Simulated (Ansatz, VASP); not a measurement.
Hg in VASP and in Ansatz

INCAR

```
ALGO     = Normal         # electronic algorithm
EDIFF    = 1E-6           # SCF threshold, eV
ENCUT    = 550            # plane-wave cutoff, eV
GGA      = PE             # functional
GGA_COMPAT= False        
ISIF     = 2              # what is computed and relaxed
ISMEAR   = -1             # smearing method
LASPH    = True           # aspherical terms in the spheres
LCHARG   = False          # write CHGCAR
LREAL    = False          # projectors in reciprocal space
LWAVE    = False          # write WAVECAR
NBANDS   = 37             # bands
NELM     = 120            # most SCF steps
PREC     = Accurate       # precision mode
SIGMA    = 0.05           # smearing width, eV
```

Contents of KPOINTS:

```
k-points
0
Gamma
  7 7 7
```

POSCAR

```
Hg
1.0
    4.5700671014      0.0000000000      0.0000000000
   -2.2850335507      3.9577942068      0.0000000000
    0.0000000000      0.0000000000      3.8956298860
Hg
3
Direct
    0.6666666667      0.3333333333      0.5000000000
    0.0000000000      0.0000000000      0.0000000000
    0.3333333333      0.6666666667      0.5000000000
```

Contents of input.yaml:

```yaml
crystal:
  lattice:
    - [4.5700671014, 0.0, 0.0]
    - [-2.2850335507, 3.9577942068, 0.0]
    - [0.0, 0.0, 3.895629886]
  atoms:
    - { symbol: Hg, position: [0.6666666667, 0.3333333333, 0.5] }
    - { symbol: Hg, position: [0.0, 0.0, 0.0] }
    - { symbol: Hg, position: [0.3333333333, 0.6666666667, 0.5] }
hamiltonian:
  xc: pbe
  pseudopotentials: { kind: paw }
kpoints:
  mp_grid: { grid: [7, 7, 7] }
scf:
  occupations: { method: fermi_dirac, width: 0.05 }
output:
  forces: true
  stress: true
  eigenvalues: true
```

Alike in both runs: task single point; functional PBE; k mesh 7 × 7 × 7; occupations fermi-dirac, width 0.05 eV; no spin polarisation.

|  | VASP | Ansatz |
| --- | --- | --- |
| version | VASP 6.6.1 | Ansatz 0.2.0 |
| potentials or method | VASP PAW PBE potentials, release 64 (Hg_sv_GW) | Ansatz PAW |
| plane-wave cutoff (eV) | 550 | 420 |
| valence electrons in the cell | 60 | 60 |

Ansatz gave:

- gap on the k mesh at the Fermi level (eV): none
- pressure (GPa): 11.3
- traceless stress, the component that is largest in VASP (GPa): -7.84

Problem. Estimate VASP's values.

Solution. gap on the k mesh at the Fermi level (eV): none; pressure (GPa): 11.0; traceless stress, the component that is largest in VASP (GPa): -7.91.

A gap of «none» marks a metal or a gap that the smearing closes.

Spin-orbit coupling is off throughout.
